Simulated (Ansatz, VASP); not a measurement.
**One calculation of CaZr, two programs**

INCAR

```
SYSTEM = CaZr
PREC = Accurate ; ENCUT = 600
EDIFF = 1E-6 ; ISMEAR = 0
SIGMA = 0.1 ; LREAL = .False.
LASPH = .True. ; NELM = 80
ALGO = Fast ; ISIF = 3
LWAVE = .False. ; LCHARG = .False.
GGA = PE ; IBRION = 2
NSW = 100 ; EDIFFG = -0.01
```

File KPOINTS:

```
Automatic mesh
0
Gamma
  18 18 10
  0 0 0
```

File POSCAR:

```
CaZr
1.0
    3.3362246318      0.0000000000      0.0000000000
   -1.6681123159      2.8892552839      0.0000000000
    0.0000000000      0.0000000000      5.8599677114
Ca Zr
1 1
Direct
    0.6666666667      0.3333333333      0.0000000000
    0.0000000000      0.0000000000      0.5000000000
```

Input for Ansatz:

```yaml
crystal:
  lattice:
    - [3.3362246318, 0.0, 0.0]
    - [-1.6681123159, 2.8892552839, 0.0]
    - [0.0, 0.0, 5.8599677114]
  atoms:
    - { symbol: Ca, position: [0.6666666667, 0.3333333333, 0.0] }
    - { symbol: Zr, position: [0.0, 0.0, 0.5] }
basis:
  ecutwfc: 420
kpoints:
  mp_grid: { grid: [18, 18, 10] }
hamiltonian:
  xc: pbe
scf:
  occupations: { method: gaussian, width: 0.1 }
output:
  forces: true
  stress: true
  eigenvalues: true
relax:
  adjacent_minimum: "off"
  f_tol: 0.01
  max_steps: 80
  cell: { stress_tol: 0.05 }
```

Alike in both runs: task relaxation of cell and atoms; functional PBE; k mesh 18 × 18 × 10; occupations gaussian, width 0.1 eV; no spin polarisation.

```csv
,VASP,Ansatz
version,VASP 6.6.1,Ansatz 0.2.0
potentials or method,"VASP PAW PBE potentials, release 64 (Ca_sv, Zr_sv), cutoff 600 eV","scalar-relativistic, plane waves, PAW"
valence electrons in the cell,22,22
```

```tsv
	VASP	Ansatz	Ansatz less VASP
gap on the k mesh at the Fermi level, each at its own relaxed structure (eV)	none	none	-
relaxed volume (Å³/atom)	28.32	28.30	-0.017
relaxed length of the cell vector where the two differ most in proportion (Å)	3.318	3.317	-0.0009
```

A gap of «none» marks a metal or a gap that the smearing closes.
